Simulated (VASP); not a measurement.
# Re (Cmce) in VASP: single point with PBE

Aim: the single point of Re with PBE.

All numbers are computed with VASP 6.6.1; they aren't measurements. Logs are shortened: lines on timing, memory, paths and dates and some standing lists are left out, and cuts for length are marked.

## (1) The cell of the first run

Symmetry: Cmce, No. 64, orthorhombic system. Conventional cell: a = 5.187 Å, b = 3.428 Å, c = 6.992 Å, α = 90.00°, β = 90.00°, γ = 90.00°. Within 2.6 Å of Re (site symmetry m) lie 3 Re at 1.93 to 2.53 Å.

## (2) Single point, PBE

INCAR

```
SYSTEM = Re
PREC = Accurate
ENCUT = 560
EDIFF = 1E-6
ISMEAR = 0
SIGMA = 0.1
LREAL = .FALSE.
LASPH = .TRUE.
NELM = 120
ALGO = Normal
ISIF = 2
LWAVE = .FALSE.
LCHARG = .FALSE.
GGA = PE
NBANDS = 38
GGA_COMPAT = .FALSE.
```

KPOINTS

```
Automatic mesh
0
G
  6 6 4
  0 0 0
```

POSCAR

```
Re
1.0
    2.5932858359     -1.7139635538      0.0000000000
    2.5932858359      1.7139635538      0.0000000000
    0.0000000000      0.0000000000      6.9916844866
Re
4
Direct
    0.8500000000      0.1500000000      0.1170000000
    0.6500000000      0.3500000000      0.6170000000
    0.1500000000      0.8500000000      0.8830000000
    0.3500000000      0.6500000000      0.3830000000
```

Potentials or basis: VASP PAW PBE potentials, release 64 (Re_sv_GW).

On the command line:

```
cat potpaw_PBE.64/Re_sv_GW/POTCAR > POTCAR
mpirun -np 1 vasp_std > vasp.out
```

OUTCAR:

```text
SYSTEM = Re
   PREC = Accurate
   ENCUT = 560
   EDIFF = 1E-6
   ISMEAR = 0
   LREAL = .FALSE.
   LASPH = .TRUE.
   NELM = 120
   ISIF = 2
   GGA = PE

 ion  position               nearest neighbor table
   1  0.850  0.150  0.117-   3 1.93   4 2.53   4 2.53   3 2.90   3 3.14   3 3.14   4 3.19   4 3.19

   2  0.650  0.350  0.617-   4 1.93   3 2.53   3 2.53   4 2.90   4 3.14   4 3.14   3 3.19   3 3.19

   3  0.150  0.850  0.883-   1 1.93   2 2.53   2 2.53   1 2.90   1 3.14   1 3.14   2 3.19   2 3.19

   4  0.350  0.650  0.383-   2 1.93   1 2.53   1 2.53   2 2.90   2 3.14   2 3.14   1 3.19   1 3.19

  LATTYP: Found a base centered orthorhombic cell.
 ALAT       =     3.4279271076
 B/A-ratio  =     1.5130344109
 C/A-ratio  =     2.0396246090

  Lattice vectors:

 A1 = (  -2.5932858359,  -1.7139635538,   0.0000000000)
 A2 = (   2.5932858359,  -1.7139635538,   0.0000000000)
 A3 = (   0.0000000000,   0.0000000000,   6.9916844866)

Analysis of symmetry for initial positions (statically):
=====================================================================
 Subroutine PRICEL returns:
 Original cell was already a primitive cell.

 Routine SETGRP: Setting up the symmetry group for a
 base centered orthorhombic supercell.

 Subroutine GETGRP returns: Found  8 space group operations
 (whereof  4 operations were pure point group operations)
 out of a pool of  8 trial point group operations.

The static configuration has the point symmetry C_2h.
 The point group associated with its full space group is D_2h.

Analysis of symmetry for dynamics (positions and initial velocities):
=====================================================================
 Subroutine PRICEL returns:
 Original cell was already a primitive cell.

 Routine SETGRP: Setting up the symmetry group for a
 base centered orthorhombic supercell.

 Subroutine GETGRP returns: Found  8 space group operations
 (whereof  4 operations were pure point group operations)
 out of a pool of  8 trial point group operations.

The dynamic configuration has the point symmetry C_2h.
 The point group associated with its full space group is D_2h.

 Subroutine INISYM returns: Found  8 space group operations
 (whereof  4 operations are pure point group operations),
 and found     1 'primitive' translations

----------------------------------------------------------------------------------------

                                     Primitive cell

  volume of cell :      62.1532

  direct lattice vectors                    reciprocal lattice vectors
     2.593285836 -1.713963554  0.000000000     0.192805588 -0.291721489  0.000000000
     2.593285836  1.713963554  0.000000000     0.192805588  0.291721489  0.000000000
     0.000000000  0.000000000  6.991684487     0.000000000  0.000000000  0.143027049

  length of vectors
     3.108504864  3.108504864  6.991684487     0.349679027  0.349679027  0.143027049

  position of ions in fractional coordinates (direct lattice)
     0.850000000  0.150000000  0.117000000
     0.650000000  0.350000000  0.617000000
     0.150000000  0.850000000  0.883000000
     0.350000000  0.650000000  0.383000000

  ion indices of the primitive-cell ions
   primitive index   ion index
                 1           1
                 2           2
                 3           3
                 4           4

----------------------------------------------------------------------------------------

 KPOINTS: Automatic mesh

Automatic generation of k-mesh.
 Grid dimensions read from file:
 generate k-points for:    6    6    4

 Generating k-lattice:

  Cartesian coordinates                     Fractional coordinates (reciprocal lattice)
     0.032134265 -0.048620248  0.000000000     0.166666667 -0.000000000  0.000000000
     0.032134265  0.048620248  0.000000000    -0.000000000  0.166666667  0.000000000
     0.000000000  0.000000000  0.035756762     0.000000000  0.000000000  0.250000000

  Length of vectors
     0.058279838  0.058279838  0.035756762

  Shift w.r.t. Gamma in fractional coordinates (k-lattice)
     0.000000000  0.000000000  0.000000000

 Subroutine IBZKPT returns following result:
 ===========================================

 Found     39 irreducible k-points:

 Following reciprocal coordinates:
            Coordinates               Weight
  0.000000  0.000000  0.000000      1.000000
  0.166667  0.000000  0.000000      4.000000
  0.333333  0.000000  0.000000      4.000000
  0.500000  0.000000  0.000000      2.000000
  0.166667  0.166667  0.000000      2.000000
  0.333333  0.166667  0.000000      4.000000
[... 16 lines left out ...]
  0.333333  0.333333  0.250000      4.000000
  0.500000  0.333333  0.250000      8.000000
 [... further k-points ...]
   k-points           NKPTS =     39   k-points in BZ     NKDIM =     39   number of bands    NBANDS=     38
   number of dos      NEDOS =    301   number of ions     NIONS =      4
   total plane-waves  NPLWV =  31104
   dimension x,y,z NGX =    24 NGY =   24 NGZ =   54
   dimension x,y,z NGXF=    48 NGYF=   48 NGZF=  108
   ions per type =               4
   NGX,Y,Z   is equivalent  to a cutoff of  12.84, 12.84, 12.84 a.u.
   NGXF,Y,Z  is equivalent  to a cutoff of  25.67, 25.67, 25.68 a.u.
 SYSTEM =  Re
   PREC   = accura    normal or accurate (medium, high low for compatibility)
   ISTART =      0    job   : 0-new  1-cont  2-samecut
   ICHARG =      2    charge: 1-file 2-atom 10-const
   ISPIN  =      1    spin polarized calculation?
   LNONCOLLINEAR =      F non collinear calculations
   LSORBIT =      F    spin-orbit coupling
   LASPH  =      T    aspherical Exc in radial PAW
   ENCUT  =  560.0 eV  41.16 Ry    6.42 a.u.   6.00  6.00 13.49*2*pi/ulx,y,z
   NELM   =    120;   NELMIN=  2; NELMDL= -5     # of ELM steps
   EDIFF  = 0.1E-05   stopping-criterion for ELM
   LREAL  =      F    real-space projection
   EDIFFG = 0.1E-04   stopping-criterion for IOM
   NSW    =      0    number of steps for IOM
   IBRION =     -1    ionic relax: 0-MD 1-quasi-New 2-CG
   NFREE  =      0    steps in history (QN), initial steepest desc. (CG)
   ISIF   =      2    stress and relaxation
   ISYM   =      2    0-nonsym 1-usesym 2-fastsym
   POTIM  = 0.5000    time-step for ionic-motion
   TEBEG  =    0.0;   TEEND  =   0.0 temperature during run
   PSTRESS=    0.0 pullay stress
   NELECT =      60.0000    total number of electrons
   NUPDOWN=      -1.0000    fix difference up-down
   EMIN   =  10.00;   EMAX   =-10.00  energy-range for DOS
   EFERMI =   0.00;   METHOD = LEGACY
   ISMEAR =     0;   SIGMA  =   0.10  broadening in eV -4-tet -1-fermi 0-gaus
   EFERMI_NEDOS =   21; number of points for ismear=-14 and -15
   IALGO  =     38    algorithm
   IMIX   =      4    mixing-type and parameters
     AMIX     =   0.40;   BMIX     =  1.00
     AMIX_MAG =   1.60;   BMIX_MAG =  1.00
  volume/ion in A,a.u.               =      15.54       104.86
  Fermi-wavevector in a.u.,A,eV,Ry     =   1.617971  3.057521 35.617728  2.617829
  Thomas-Fermi vector in A             =   2.712309
   LORBIT       =      0    0 simple, 1 ext, 2 COOP (PROOUT), +10 PAW based schemes
   GGA     = PE    functional components
   LHFCALC =     F    Hartree Fock is set to
   AEXX    =    0.0000 exact exchange contribution
   IVDW    =     0    specifies the selected vdW correction
   LEPSILON=     F    determine dielectric tensor
   LRPA    =     F    only Hartree local field effects (RPA)
 non-spin polarized calculation
 Gauss-broadening in eV      SIGMA  =   0.10
  energy-cutoff  :      560.00
  volume of cell :       62.15
 maximum number of plane-waves:      1896
   NGX = 11   NGY = 11   NGZ = 27

 number of electron      60.0000000 magnetization

 Free energy of the ion-electron system (eV)
  ---------------------------------------------------
  ext. energy  EPLUGINS =         0.00000000
  ---------------------------------------------------
  free energy    TOTEN  =       -44.90906183 eV

  energy without entropy =      -44.89708156  energy(sigma->0) =      -44.90307170

 E-fermi :  12.8405     XC(G=0): -13.6897

 val. band max:       12.8229469606   @ k =  -0.1667   0.1667   0.2500
 cond. band min:      12.9155894967   @ k =   0.1667   0.0000   0.0000
 fundamental gap:      0.0926425361
 Fermi energy:        12.8404739921

 k-point     1 :       0.0000    0.0000    0.0000
  band No.  band energies     occupation
      1     -68.2044      2.00000
      2     -68.0982      2.00000
      3     -67.2320      2.00000
      4     -67.1153      2.00000
      5     -32.8411      2.00000
      6     -32.5085      2.00000
[... 30 lines left out ...]
     37      15.3982      0.00000
     38      18.2763      0.00000

 k-point     2 :       0.1667    0.0000    0.0000
  band No.  band energies     occupation
      1     -68.1922      2.00000
      2     -68.1005      2.00000
      3     -67.2252      2.00000
      4     -67.1243      2.00000
      5     -32.8282      2.00000
      6     -32.5456      2.00000
[... 30 lines left out ...]
     37      15.7472      0.00000
     38      17.1886      0.00000

 k-point     3 :       0.3333    0.0000    0.0000
  band No.  band energies     occupation
      1     -68.1626      2.00000
      2     -68.1096      2.00000
      3     -67.2058      2.00000
      4     -67.1474      2.00000
      5     -32.7911      2.00000
      6     -32.6340      2.00000
[... 30 lines left out ...]
     37      16.1976      0.00000
     38      16.8927      0.00000

 k-point     4 :       0.5000    0.0000    0.0000
  band No.  band energies     occupation
      1     -68.1309      2.00000
      2     -68.1309      2.00000
      3     -67.1775      2.00000
      4     -67.1775      2.00000
      5     -32.7263      2.00000
      6     -32.7263      2.00000
[... 30 lines left out ...]
     37      16.1164      0.00000
     38      16.1164      0.00000
[... 703 lines left out ...]
      4     -67.1558      2.00000
      5     -32.7714      2.00000
      6     -32.6503      2.00000
[... 30 lines left out ...]
     37      15.9199      0.00000
     38      16.7909      0.00000

 k-point    23 :       0.3333    0.3333    0.2500
  band No.  band energies     occupation
      1     -68.1730      2.00000
      2     -68.1029      2.00000
      3     -67.2048      2.00000
      4     -67.1278      2.00000
      5     -32.7763      2.00000
      6     -32.5793      2.00000
[... 30 lines left out ...]
     37      17.1948      0.00000
     38      18.1021      0.00000

 k-point    24 :       0.5000    0.3333    0.2500
  band No.  band energies     occupation
      1     -68.1621      2.00000
      2     -68.1027      2.00000
      3     -67.2003      2.00000
      4     -67.1349      2.00000
      5     -32.7681      2.00000
      6     -32.6076      2.00000
[... 30 lines left out ...]
     37      17.5399      0.00000
     38      17.6303      0.00000

 [... further k-points ...]

------------------------ aborting loop because EDIFF is reached ----------------------------------------

  FORCE on cell =-STRESS in cart. coord.  units (eV):
  Direction    XX          YY          ZZ          XY          YZ          ZX
  --------------------------------------------------------------------------------------
  -------------------------------------------------------------------------------------
  Total      -11.3422489     29.1304824     60.6884446      0.0000000      0.0000000      0.0000000
  in kB     -292.3788585    750.9213821   1564.4179907      0.0000000      0.0000000      0.0000000
  external PRESSURE =     674.3201714 kB  Pullay stress =       0.0000000 kB

 VOLUME and BASIS-vectors are now :
 -----------------------------------------------------------------------------
  energy-cutoff  :      560.00
  volume of cell :       62.15
      direct lattice vectors                 reciprocal lattice vectors
     2.593285836 -1.713963554  0.000000000     0.192805588 -0.291721489  0.000000000
     2.593285836  1.713963554  0.000000000     0.192805588  0.291721489  0.000000000
     0.000000000  0.000000000  6.991684487     0.000000000  0.000000000  0.143027049

 POSITION                                       TOTAL-FORCE (eV/Angst)
 -----------------------------------------------------------------------------------
      2.59329     -1.19977      0.81803         0.000000     10.682983     12.834065
      2.59329     -0.51419      4.31387         0.000000    -10.682983     12.834065
      2.59329      1.19977      6.17366         0.000000    -10.682983    -12.834065
      2.59329      0.51419      2.67782         0.000000     10.682983    -12.834065
 -----------------------------------------------------------------------------------
    total drift:                               -0.000000      0.000000     -0.000000

  FREE ENERGIE OF THE ION-ELECTRON SYSTEM (eV)
  ---------------------------------------------------
  free  energy   TOTEN  =       -44.9090618323 eV

  energy  without entropy=      -44.8970815625  energy(sigma->0) =      -44.90307170
```

Wall time 44 s (1 thread of Intel Xeon Platinum 8488C (Sapphire Rapids), shared host); peak memory 0.21 GiB.

Results:

```yaml
Free_energy: -44.9091 eV
Pressure: 67.4 GPa
Largest_force: 16.698 eV/Å
Band_gap_on_the_k_mesh: zero (bands 30 and 31 overlap by 1.57 eV)
```

Forces in eV/Å, atoms in the order of the input:
```
Re    0.000  10.683  12.834
Re    0.000 -10.683  12.834
Re    0.000 -10.683 -12.834
Re    0.000  10.683 -12.834
```

Stress tensor (GPa, compression positive):
```
-29.24   0.00   0.00
  0.00  75.09   0.00
  0.00   0.00 156.44
```

Levels at points of the mesh, in eV from the Fermi level:
| k point | band 28 | band 29 | band 30 | band 31 | band 32 | band 33 |
| --- | --- | --- | --- | --- | --- | --- |
| (0.00, 0.00, 0.00) | -1.58 | -1.26 | -1.18 | -0.28 | -0.20 | 0.19 |
| (0.50, 0.00, 0.00) | -1.57 | -0.85 | -0.85 | 1.47 | 1.47 | 1.61 |
| (0.50, 0.50, 0.00) | -1.15 | -0.02 | 0.60 | 0.62 | 1.44 | 2.50 |
| (0.00, 0.00, 0.50) | -2.69 | -0.57 | -0.57 | -0.47 | -0.47 | 2.32 |
| (0.50, 0.00, 0.50) | -1.23 | 0.20 | 0.20 | 0.87 | 0.87 | 0.96 |
| (0.50, 0.50, 0.50) | 0.51 | 1.10 | 1.10 | 1.72 | 1.72 | 2.25 |

Caveat: the k points lie up to 0.37 Å⁻¹ apart, too coarse for converged energies and pressures of a metal; atoms lie so close that the PAW spheres overlap strongly, which falsifies energies and pressures; spin-orbit coupling is left out, which moves the levels of the heavy elements; forces of over 1 eV/Å act on the atoms, so gaps and moduli don't describe the material at rest.

The gap in the log of VASP goes by the Fermi energy; the results here count the filled bands.